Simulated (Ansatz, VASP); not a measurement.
C: VASP beside Ansatz

```
C
1.0
     0.00000    1.20929    1.20929
     1.20929    0.00000    1.20929
     1.20929    1.20929    0.00000
C
1
Cartesian
  0.0000 0.0000 0.0000
```

Change from the starting cell: volume scaled by 0.506, to set the pressure.

Alike in both runs: task single point; functional PBEsol; k mesh 28 × 28 × 28; occupations fermi-dirac, width 0.08 eV; no spin polarisation.

```csv
,VASP,Ansatz
version,VASP 6.6.1,Ansatz 0.2.0
potentials or method,"VASP PAW PBE potentials, release 64 (C)","PAW with Ansatz's default frozen-core files, scalar-relativistic"
plane-wave cutoff (eV),600,420
valence electrons in the cell,4,4
```

```tsv
	VASP	Ansatz	Ansatz less VASP
pressure (GPa)	391.0	390.1	-0.99
```

VASP's potentials were made for PBE, not for PBEsol. Both programs put the cell under a high pressure, so it lies far from rest at this level. The functional is the same, so the differences come from potentials, cutoffs and numerics.

Noted on VASP's run: the cell as given lies far from equilibrium.
